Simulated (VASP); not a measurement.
# Zn2C (I4/mmm) in VASP: further runs

Zn2C is run at these levels: PBE, r2SCAN; tasks: single point.

All numbers are computed with VASP 6.6.1; they aren't measurements. Logs are shortened: lines on timing, memory, paths and dates and some standing lists are left out, and cuts for length are marked.

### Step 1. The cell of the first run

It takes space group I4/mmm (No. 139, tetragonal). The conventional cell has a = 3.722 Å, b = 3.722 Å, c = 5.156 Å, α = 90.00°, β = 90.00°, γ = 90.00°. C (site symmetry 4/mmm) has 8 Zn at 2.26 Å within 3.0 Å. Zn (site symmetry -4m2) has 4 C at 2.26 Å and 6 Zn at 2.58 to 2.63 Å within 3.0 Å.

### Step 2. Single point, PBE (biaxial xy strain +2.1%)

INCAR reads:

```
ALGO     = Normal         # electronic algorithm
EDIFF    = 1E-7           # SCF threshold, eV
ENCUT    = 520            # plane-wave cutoff, eV
GGA      = PE             # functional
ISIF     = 2              # what is computed and relaxed
ISMEAR   = -1             # smearing method
LASPH    = True           # aspherical terms in the spheres
LCHARG   = True           # write CHGCAR
LELF     = True           # ELF
LREAL    = False          # projectors in reciprocal space
LVHAR    = True         
LWAVE    = False          # write WAVECAR
NBANDS   = 21             # bands
NELM     = 80             # most SCF steps
PREC     = Accurate       # precision mode
SIGMA    = 0.02           # smearing width, eV
```

KPOINTS reads:

```
k-points
0
Gamma
  8 8 8
```

POSCAR reads:

```
Zn2C
1.0
    0.0000000000      2.6318281618      2.5779490272
    2.6318281618      0.0000000000      2.5779490272
    2.6318281618      2.6318281618      0.0000000000
C Zn
1 2
Direct
    0.0000000000      0.0000000000      0.0000000000
    0.2500000000      0.2500000000      0.2500000000
    0.7500000000      0.7500000000      0.7500000000
```

Potentials or basis: VASP PAW PBE potentials, release 64 (C, Zn).

Started as:

```sh
> cat potpaw_PBE.64/C/POTCAR potpaw_PBE.64/Zn/POTCAR > POTCAR
> mpirun -np 1 vasp_std > vasp.out
```

OUTCAR:

```text
EDIFF = 1E-7
   ENCUT = 520
   GGA = PE
   ISIF = 2
   ISMEAR = -1
   LASPH = True
   LREAL = False
   NELM = 80
   PREC = Accurate

 ion  position               nearest neighbor table
   1  0.000  0.000  0.000-   3 2.26   3 2.26   3 2.26   2 2.26   3 2.26   2 2.26   2 2.26   2 2.26

   2  0.250  0.250  0.250-   1 2.26   1 2.26   1 2.26   1 2.26   3 2.58   3 2.58   3 2.63   3 2.63
                             3 2.63   3 2.63
   3  0.750  0.750  0.750-   1 2.26   1 2.26   1 2.26   1 2.26   2 2.58   2 2.58   2 2.63   2 2.63
                             2 2.63   2 2.63

  LATTYP: Found a body centered tetragonal cell.
 ALAT       =     3.7219670803
 C/A-ratio  =     1.3852615951

  Lattice vectors:

 A1 = (   0.0000000000,  -2.6318281618,  -2.5779490272)
 A2 = (   0.0000000000,   2.6318281618,  -2.5779490272)
 A3 = (   2.6318281618,   0.0000000000,   2.5779490272)

Analysis of symmetry for initial positions (statically):
=====================================================================
 Subroutine PRICEL returns:
 Original cell was already a primitive cell.

 Routine SETGRP: Setting up the symmetry group for a
 body centered tetragonal supercell.

 Subroutine GETGRP returns: Found 16 space group operations
 (whereof 16 operations were pure point group operations)
 out of a pool of 16 trial point group operations.

The static configuration has the point symmetry D_4h.

Analysis of symmetry for dynamics (positions and initial velocities):
=====================================================================
 Subroutine PRICEL returns:
 Original cell was already a primitive cell.

 Routine SETGRP: Setting up the symmetry group for a
 body centered tetragonal supercell.

 Subroutine GETGRP returns: Found 16 space group operations
 (whereof 16 operations were pure point group operations)
 out of a pool of 16 trial point group operations.

The dynamic configuration has the point symmetry D_4h.

 Subroutine INISYM returns: Found 16 space group operations
 (whereof 16 operations are pure point group operations),
 and found     1 'primitive' translations

----------------------------------------------------------------------------------------

                                     Primitive cell

  volume of cell :      35.7124

  direct lattice vectors                    reciprocal lattice vectors
     0.000000000  2.631828162  2.577949027    -0.189982008  0.189982008  0.193952632
     2.631828162  0.000000000  2.577949027     0.189982008 -0.189982008  0.193952632
     2.631828162  2.631828162  0.000000000     0.189982008  0.189982008 -0.193952632

  length of vectors
     3.684065778  3.684065778  3.721967080     0.331366792  0.331366792  0.331366792

  position of ions in fractional coordinates (direct lattice)
     0.000000000  0.000000000  0.000000000
     0.250000000  0.250000000  0.250000000
     0.750000000  0.750000000  0.750000000

  ion indices of the primitive-cell ions
   primitive index   ion index
                 1           1
                 2           2
                 3           3

----------------------------------------------------------------------------------------

 KPOINTS: k-points

Automatic generation of k-mesh.
 Grid dimensions read from file:
 generate k-points for:    8    8    8

 Generating k-lattice:

  Cartesian coordinates                     Fractional coordinates (reciprocal lattice)
    -0.023747751  0.023747751  0.024244079     0.125000000  0.000000000  0.000000000
     0.023747751 -0.023747751  0.024244079     0.000000000  0.125000000  0.000000000
     0.023747751  0.023747751 -0.024244079     0.000000000  0.000000000  0.125000000

  Length of vectors
     0.041420849  0.041420849  0.041420849

  Shift w.r.t. Gamma in fractional coordinates (k-lattice)
     0.000000000  0.000000000  0.000000000

 Subroutine IBZKPT returns following result:
 ===========================================

 Found     59 irreducible k-points:

 Following reciprocal coordinates:
            Coordinates               Weight
  0.000000  0.000000  0.000000      1.000000
  0.125000  0.000000  0.000000      8.000000
  0.250000  0.000000  0.000000      8.000000
  0.375000  0.000000  0.000000      8.000000
  0.500000  0.000000  0.000000      4.000000
  0.125000  0.125000  0.000000      2.000000
[... 16 lines left out ...]
  0.250000  0.000000  0.125000     16.000000
  0.375000  0.000000  0.125000     16.000000
 [... further k-points ...]
   k-points           NKPTS =     59   k-points in BZ     NKDIM =     59   number of bands    NBANDS=     21
   number of dos      NEDOS =    301   number of ions     NIONS =      3
   total plane-waves  NPLWV =  21952
   dimension x,y,z NGX =    28 NGY =   28 NGZ =   28
   dimension x,y,z NGXF=    56 NGYF=   56 NGZF=   56
   ions per type =               1   2
   NGX,Y,Z   is equivalent  to a cutoff of  12.64, 12.64, 12.51 a.u.
   NGXF,Y,Z  is equivalent  to a cutoff of  25.27, 25.27, 25.01 a.u.
 SYSTEM =  unknown system
   PREC   = accura    normal or accurate (medium, high low for compatibility)
   ISTART =      0    job   : 0-new  1-cont  2-samecut
   ICHARG =      2    charge: 1-file 2-atom 10-const
   ISPIN  =      1    spin polarized calculation?
   LNONCOLLINEAR =      F non collinear calculations
   LSORBIT =      F    spin-orbit coupling
   LASPH  =      T    aspherical Exc in radial PAW
   ENCUT  =  520.0 eV  38.22 Ry    6.18 a.u.   6.85  6.85  6.92*2*pi/ulx,y,z
   NELM   =     80;   NELMIN=  2; NELMDL= -5     # of ELM steps
   EDIFF  = 0.1E-06   stopping-criterion for ELM
   LREAL  =      F    real-space projection
   EDIFFG = 0.1E-05   stopping-criterion for IOM
   NSW    =      0    number of steps for IOM
   IBRION =     -1    ionic relax: 0-MD 1-quasi-New 2-CG
   NFREE  =      0    steps in history (QN), initial steepest desc. (CG)
   ISIF   =      2    stress and relaxation
   ISYM   =      2    0-nonsym 1-usesym 2-fastsym
   POTIM  = 0.5000    time-step for ionic-motion
   TEBEG  =    0.0;   TEEND  =   0.0 temperature during run
   PSTRESS=    0.0 pullay stress
   NELECT =      28.0000    total number of electrons
   NUPDOWN=      -1.0000    fix difference up-down
   EMIN   =  10.00;   EMAX   =-10.00  energy-range for DOS
   EFERMI =   0.00;   METHOD = LEGACY
   ISMEAR =    -1;   SIGMA  =   0.02  broadening in eV -4-tet -1-fermi 0-gaus
   EFERMI_NEDOS =   21; number of points for ismear=-14 and -15
   IALGO  =     38    algorithm
   IMIX   =      4    mixing-type and parameters
     AMIX     =   0.40;   BMIX     =  1.00
     AMIX_MAG =   1.60;   BMIX_MAG =  1.00
  volume/ion in A,a.u.               =      11.90        80.33
  Fermi-wavevector in a.u.,A,eV,Ry     =   1.509574  2.852681 31.005138  2.278813
  Thomas-Fermi vector in A             =   2.619878
   LORBIT       =      0    0 simple, 1 ext, 2 COOP (PROOUT), +10 PAW based schemes
   GGA     = PE    functional components
   LHFCALC =     F    Hartree Fock is set to
   AEXX    =    0.0000 exact exchange contribution
   IVDW    =     0    specifies the selected vdW correction
   LEPSILON=     F    determine dielectric tensor
   LRPA    =     F    only Hartree local field effects (RPA)
 non-spin polarized calculation
  energy-cutoff  :      520.00
  volume of cell :       35.71
 maximum number of plane-waves:       982
   NGX = 13   NGY = 13   NGZ = 13

 number of electron      27.9999977 magnetization

 Free energy of the ion-electron system (eV)
  ---------------------------------------------------
  ext. energy  EPLUGINS =         0.00000000
  ---------------------------------------------------
  free energy    TOTEN  =        -9.26046119 eV

  energy without entropy =       -9.26040903  energy(sigma->0) =       -9.26043511

 E-fermi :   4.3408     XC(G=0): -11.8560

 val. band max:        4.2795055105   @ k =   0.0000   0.0000   0.0000
 cond. band min:       4.3871590913   @ k =   0.0000   0.0000   0.0000
 fundamental gap:      0.1076535809
 Fermi energy:         4.3407553112

 k-point     1 :       0.0000    0.0000    0.0000
  band No.  band energies     occupation
      1      -9.3923      2.00000
      2      -4.2322      2.00000
      3      -4.2322      2.00000
      4      -4.1619      2.00000
      5      -4.0651      2.00000
      6      -4.0070      2.00000
[... 13 lines left out ...]
     20      14.9896      0.00000
     21      14.9896      0.00000

 k-point     2 :       0.1250    0.0000    0.0000
  band No.  band energies     occupation
      1      -9.1963      2.00000
      2      -4.2288      2.00000
      3      -4.1835      2.00000
      4      -4.1354      2.00000
      5      -4.0008      2.00000
      6      -3.9545      2.00000
[... 13 lines left out ...]
     20      14.1156      0.00000
     21      14.4679      0.00000

 k-point     3 :       0.2500    0.0000    0.0000
  band No.  band energies     occupation
      1      -8.6552      2.00000
      2      -4.2093      2.00000
      3      -4.0502      2.00000
      4      -4.0265      2.00000
      5      -3.8277      2.00000
      6      -3.8022      2.00000
[... 13 lines left out ...]
     20      13.7674      0.00000
     21      13.9283      0.00000

 k-point     4 :       0.3750    0.0000    0.0000
  band No.  band energies     occupation
      1      -7.9659      2.00000
      2      -4.0836      2.00000
      3      -3.8695      2.00000
      4      -3.8517      2.00000
      5      -3.5917      2.00000
      6      -3.5780      2.00000
[... 13 lines left out ...]
     20      14.7655      0.00000
     21      14.8552      0.00000

 k-point     5 :       0.5000    0.0000    0.0000
  band No.  band energies     occupation
      1      -7.6071      2.00000
      2      -3.9064      2.00000
      3      -3.7568      2.00000
      4      -3.7312      2.00000
      5      -3.4035      2.00000
      6      -3.3895      2.00000
[... 13 lines left out ...]
     20      15.7496      0.00000
     21      15.9092      0.00000

 k-point     6 :       0.1250    0.1250    0.0000
  band No.  band energies     occupation
      1      -9.1247      2.00000
      2      -4.2674      2.00000
      3      -4.1159      2.00000
      4      -4.1159      2.00000
      5      -3.9816      2.00000
      6      -3.9432      2.00000
[... 13 lines left out ...]
     20      14.9472      0.00000
     21      15.8708      0.00000

 k-point     7 :       0.2500    0.1250    0.0000
  band No.  band energies     occupation
      1      -8.6934      2.00000
      2      -4.3169      2.00000
      3      -3.9890      2.00000
      4      -3.9798      2.00000
      5      -3.8833      2.00000
      6      -3.7912      2.00000
[... 13 lines left out ...]
     20      15.0985      0.00000
     21      15.7055      0.00000
[... 291 lines left out ...]
      1      -7.0928      2.00000
      2      -4.1596      2.00000
      3      -3.9226      2.00000
      4      -3.6802      2.00000
      5      -3.5898      2.00000
      6      -3.5155      2.00000
[... 13 lines left out ...]
     20      15.8396      0.00000
     21      18.9221      0.00000

 k-point    21 :       0.5000    0.5000    0.0000
  band No.  band energies     occupation
      1      -7.0371      2.00000
      2      -4.5881      2.00000
      3      -3.8318      2.00000
      4      -3.7992      2.00000
      5      -3.3734      2.00000
      6      -3.3734      2.00000
[... 13 lines left out ...]
     20      18.3750      0.00000
     21      19.1692      0.00000

 k-point    22 :       0.1250    0.0000    0.1250
  band No.  band energies     occupation
      1      -9.1347      2.00000
      2      -4.3296      2.00000
      3      -4.1212      2.00000
      4      -4.0523      2.00000
      5      -4.0332      2.00000
      6      -3.9140      2.00000
[... 13 lines left out ...]
     20      14.8546      0.00000
     21      15.8053      0.00000

 k-point    23 :       0.2500    0.0000    0.1250
  band No.  band energies     occupation
      1      -8.7113      2.00000
      2      -4.3722      2.00000
      3      -4.0093      2.00000
      4      -3.9643      2.00000
      5      -3.8856      2.00000
      6      -3.7811      2.00000
[... 13 lines left out ...]
     20      15.0955      0.00000
     21      15.8709      0.00000

 k-point    24 :       0.3750    0.0000    0.1250
  band No.  band energies     occupation
      1      -8.0617      2.00000
      2      -4.2869      2.00000
      3      -3.8814      2.00000
      4      -3.7955      2.00000
      5      -3.6619      2.00000
      6      -3.5873      2.00000
[... 13 lines left out ...]
     20      14.4891      0.00000
     21      16.0441      0.00000

 [... further k-points ...]
[... 5 lines left out ...]
  --------------------------------------------------------------------------------------
  -------------------------------------------------------------------------------------
  Total       -0.5164732     -0.5164732      0.5037721      0.0000000      0.0000000      0.0000000
  in kB      -23.1706897    -23.1706897     22.6008771      0.0000000      0.0000000      0.0000000
  external PRESSURE =      -7.9135007 kB  Pullay stress =       0.0000000 kB

 VOLUME and BASIS-vectors are now :
 -----------------------------------------------------------------------------
  energy-cutoff  :      520.00
  volume of cell :       35.71
      direct lattice vectors                 reciprocal lattice vectors
     0.000000000  2.631828162  2.577949027    -0.189982008  0.189982008  0.193952632
     2.631828162  0.000000000  2.577949027     0.189982008 -0.189982008  0.193952632
     2.631828162  2.631828162  0.000000000     0.189982008  0.189982008 -0.193952632

 POSITION                                       TOTAL-FORCE (eV/Angst)
 -----------------------------------------------------------------------------------
      0.00000      0.00000      0.00000        -0.000000      0.000000     -0.000000
      1.31591      1.31591      1.28897         0.000000      0.000000     -0.000000
      3.94774      3.94774      3.86692        -0.000000     -0.000000      0.000000
 -----------------------------------------------------------------------------------
    total drift:                                0.000000      0.000000      0.000000

  FREE ENERGIE OF THE ION-ELECTRON SYSTEM (eV)
  ---------------------------------------------------
  free  energy   TOTEN  =        -9.2604611888 eV

  energy  without entropy=       -9.2604090261  energy(sigma->0) =       -9.26043511
```

Wall time 47 s (1 thread of AMD EPYC 7R13 (Zen 3), shared host); peak memory 0.15 GiB.

What came out:

| Property | Result |
| --- | --- |
| Free energy | -9.2605 eV |
| Pressure | -0.8 GPa |
| Band gap on the k mesh | 0.11 eV, direct |

Stress tensor (GPa, compression positive):
```
-2.32  0.00  0.00
 0.00 -2.32  0.00
 0.00  0.00  2.26
```

Levels at points of the mesh, in eV from the valence-band top:
| k point | band 11 | band 12 | band 13 | band 14 | band 15 | band 16 | band 17 | band 18 |
| --- | --- | --- | --- | --- | --- | --- | --- | --- |
| (0.00, 0.00, 0.00) | -6.73 | -0.22 | 0.00 | 0.00 | 0.11 | 4.03 | 4.25 | 4.25 |
| (0.50, 0.00, 0.00) | -7.08 | -6.93 | -1.13 | -1.00 | 0.70 | 5.00 | 5.25 | 5.85 |
| (0.50, 0.50, 0.00) | -6.78 | -5.08 | -3.63 | -3.63 | 0.85 | 1.24 | 7.34 | 8.83 |
| (0.50, 0.00, 0.50) | -6.76 | -5.29 | -3.52 | -3.47 | 1.02 | 1.59 | 7.11 | 8.60 |

Caveat: the cell differs from its parent crystal (biaxial xy strain +2.1%).

[end of part 1 of 2]
